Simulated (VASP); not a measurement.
A run of VASP 6.6.1:

File INCAR:

```
  ALGO = Fast
  EDIFF = 1E-6
  ENCUT = 520
  GGA = CA
  ISIF = 2
  ISMEAR = 0
  LASPH = True
  LCHARG = False
  LREAL = False
  LWAVE = False
  NBANDS = 11
  NELM = 60
  PREC = Accurate
  SIGMA = 0.15
```

KPOINTS

```
k-points
0
Gamma
  14 14 14
```

The input POSCAR:

```
Ca
1.0
    3.5409861851      0.0000000000      0.0000000000
    0.0000000000      3.4886563400      0.0000000000
    0.0000000000      0.0000000000      3.4886563400
Ca
1
Direct
    0.0000000000      0.0000000000      0.0000000000
```

Potentials or basis: VASP PAW LDA potentials, release 64 (Ca_sv).

Command:

```bash
$ cat potpaw_LDA.64/Ca_sv/POTCAR > POTCAR
$ mpirun -np 1 vasp_std > vasp.out
```

Hardware: 1 thread of Intel(R) Xeon(R) Platinum 8488C (Sapphire Rapids), on a shared host.

Task: How long does it take, and how much memory?

Result: It took 120 s on 1 thread of Intel(R) Xeon(R) Platinum 8488C (Sapphire Rapids) (shared host), peak memory 0.24 GiB. Counts: scf iterations 13, k points 288.
